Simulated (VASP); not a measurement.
Runs of VASP 6.6.1 on Ge. The structure is that of space group Fd-3m (No. 227), or close to it. The cells are those of the table. 

```tsv
cell	gap on the mesh (eV)	pressure (GPa)
a = 4.196 Å, angles 60.0°, 2 atoms	none	-4.3
a = 4.044, b = 4.044, c = 3.951 Å, angles 60.8, 60.8, 58.5°, 2 atoms	none	3.0
a = 4.013, b = 4.013, c = 3.951 Å, angles 60.5, 60.5, 59.0°, 2 atoms	-	(a)
a = 3.951 Å, angles 60.0°, 2 atoms	0.30	6.7
a = 4.076, b = 4.076, c = 3.951 Å, angles 61.0, 61.0, 58.0°, 2 atoms	none	(b)
```

Alike in all rows: task single point; level PBE; potentials or basis VASP PAW PBE potentials, release 64 (Ge_d); no spin polarisation; k mesh 18 × 18 × 18; cutoff (eV) 520; smearing gaussian 0.15 eV.

Q: Estimate the missing entries.

A: (a) 4.1; (b) 1.9.

A k mesh can miss the band edges, and the runs leave out spin-orbit coupling on Ge.

A gap of «none» marks levels without a gap at the run's occupations.
